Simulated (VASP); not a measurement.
**Mg2Sn: single point with PBE**

Mg2Sn:

```
Sn Mg
1.0
     0.00000    3.37994    3.37994
     3.37994    0.00000    3.37994
     3.37994    3.37994    0.00000
Sn Mg
1 2
Direct
  0.00000 0.00000 0.00000
  0.25000 0.25000 0.25000
  0.75000 0.75000 0.75000
```

```yaml
Program: VASP 6.6.1
Task: single point
Functional: PBE
Potentials_or_basis: VASP PAW PBE potentials, release 64 (Sn_d, Mg)
Cutoff: 600 eV
k_mesh: 4 × 4 × 4
Occupations: fermi-dirac, width 0.02 eV
Spin: no spin polarisation
```

* Pressure: 1.2 GPa
* Band gap on the k mesh: zero (band 9 reaches 4.30 eV, above the bottom of band 10 at 4.14 eV)

Levels at points of the mesh, in eV from the Fermi level:
```
           k point  band 6  band 7  band 8  band 9  band 10  band 11  band 12  band 13
(0.00, 0.00, 0.00)   -9.03    0.08    0.08    0.08     1.51     2.22     2.22     2.22
(0.50, 0.00, 0.00)   -7.76   -4.74   -0.75   -0.75     0.74     2.29     2.29     4.03
(0.50, 0.50, 0.00)   -7.25   -4.53   -2.03   -2.03    -0.08     0.24     7.30     7.30
```

Run time: 38 s on 1 thread of Intel(R) Xeon(R) Platinum 8488C (Sapphire Rapids), with other jobs on the host, peak memory 0.23 GiB.

Caveat: the k points lie up to 0.40 Å⁻¹ apart; spin-orbit coupling is left out, which moves the levels of the heavy elements.
